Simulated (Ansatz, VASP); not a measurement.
**Two plane-wave programs on SiSe4**

```
CELL_PARAMETERS angstrom
3.92517 0.00000 0.00000
0.00000 3.92517 0.00000
0.00000 0.00000 11.46891
ATOMIC_POSITIONS crystal
Si 0.00000 0.00000 0.00000
Se 0.50000 0.50000 0.40434
Se 0.50000 0.50000 0.59566
Se 0.00000 0.00000 0.18133
Se 0.00000 0.00000 0.81867
```

Alike in both runs: functional PBE; k mesh 10 × 10 × 4; occupations gaussian, width 0.1 eV; no spin polarisation.

Ansatz relaxed the structure, and its values are those at the end. VASP's run is a single point on that final structure, the one shown.

|  | VASP | Ansatz |
| --- | --- | --- |
| version | VASP 6.6.1 | Ansatz 0.2.0 |
| potentials or method | VASP PAW PBE potentials, release 64 (Si, Se), cutoff 520 eV | scalar-relativistic, plane waves, PAW |
| valence electrons in the cell | 28 | 68 |

|  | VASP | Ansatz | Ansatz less VASP |
| --- | --- | --- | --- |
| gap on the k mesh at the Fermi level (eV) | none | none | - |
| pressure (GPa) | 0.1 | 0.0 | -0.08 |
| rms of the force components (eV/Å) | 0.023 | 0.002 | -0.0209 |

A gap of «none» marks a metal or a gap that the smearing closes. The functional is the same, so the differences come from potentials, cutoffs and numerics. VASP's potentials hold 28 valence electrons a cell and Ansatz's 68, so a difference there can come from the potentials and not from the codes.
